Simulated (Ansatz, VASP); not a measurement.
Two plane-wave programs on Si

The input POSCAR:

```
Si
1.0
    3.8313174605      0.0000000000      0.0000000000
   -1.9156587303      3.5668696196      0.0000000000
    0.0000000000      0.0000000000      6.3326220002
Si
4
Direct
    0.3333333333      0.6666666667      0.0630095000
    0.6666666667      0.3333333333      0.5630095000
    0.3333333333      0.6666666667      0.4369905000
    0.6666666667      0.3333333333      0.9369905000
```

INCAR.step1

```
PREC     = Accurate       # precision mode
ENCUT    = 520            # plane-wave cutoff, eV
ISMEAR   = 0              # smearing method
SIGMA    = 0.05           # smearing width, eV
LREAL    = False          # projectors in reciprocal space
LASPH    = True           # aspherical terms in the spheres
NELM     = 80             # most SCF steps
NBANDS   = 16             # bands
GGA      = PE             # functional
ALGO     = Normal         # electronic algorithm
EDIFF    = 1E-4           # SCF threshold, eV
LWAVE    = True           # write WAVECAR
LCHARG   = False          # write CHGCAR
```

Contents of INCAR.step2:

```
PREC     = Accurate       # precision mode
ENCUT    = 520            # plane-wave cutoff, eV
EDIFF    = 1E-7           # SCF threshold, eV
ISMEAR   = 0              # smearing method
SIGMA    = 0.05           # smearing width, eV
LREAL    = False          # projectors in reciprocal space
LASPH    = True           # aspherical terms in the spheres
NELM     = 80             # most SCF steps
ALGO     = Normal         # electronic algorithm
ISIF     = 2              # what is computed and relaxed
LWAVE    = False          # write WAVECAR
LCHARG   = False          # write CHGCAR
METAGGA  = R2SCAN         # meta-GGA
LMIXTAU  = True         
NBANDS   = 16             # bands
ISTART   = 1
```

KPOINTS

```
Automatic mesh
0
Gamma
  12 12 6
```

Input for Ansatz:

```yaml
crystal:
  lattice:
    - [3.8313174605, 0.0, 0.0]
    - [-1.9156587303, 3.5668696196, 0.0]
    - [0.0, 0.0, 6.3326220002]
  atoms:
    - { symbol: Si, position: [0.3333333333, 0.6666666667, 0.0630095] }
    - { symbol: Si, position: [0.6666666667, 0.3333333333, 0.5630095] }
    - { symbol: Si, position: [0.3333333333, 0.6666666667, 0.4369905] }
    - { symbol: Si, position: [0.6666666667, 0.3333333333, 0.9369905] }
basis:
  ecutwfc: 500
kpoints:
  mp_grid: { grid: [12, 12, 6] }
hamiltonian:
  xc: r2scan
scf:
  occupations: { method: gaussian, width: 0.05 }
output:
  forces: true
  stress: true
  eigenvalues: true
```

Change from the starting cell: strain +0.0750 x Voigt [0, 1, 0, 0, 0, 0], atoms carried along.

Alike in both runs: task single point; functional r2SCAN; k mesh 12 × 12 × 6; occupations gaussian, width 0.05 eV; no spin polarisation.

|  | VASP | Ansatz |
| --- | --- | --- |
| version | VASP 6.6.1 | Ansatz 0.2.0 |
| potentials or method | VASP PAW PBE potentials, release 64 (Si), cutoff 520 eV | scalar-relativistic, plane waves, PAW |
| valence electrons in the cell | 16 | 16 |

Ansatz gave:

* gap on the k mesh at the Fermi level (eV): 0.20
* least direct gap on the mesh (eV): 0.32
* pressure (GPa): -5.4
* traceless stress, the component that is largest in VASP (GPa): -7.71
* rms of the force components (eV/Å): 0.245

Question: Estimate VASP's values.

Answer: gap on the k mesh at the Fermi level (eV): 0.21; least direct gap on the mesh (eV): 0.33; pressure (GPa): -5.6; traceless stress, the component that is largest in VASP (GPa): -7.73; rms of the force components (eV/Å): 0.241.

VASP's potentials were made for PBE, not for r2SCAN. Atom by atom the forces differ by 0.003 eV/Å (rms over components). The functional is the same, so the differences come from potentials, cutoffs and numerics.
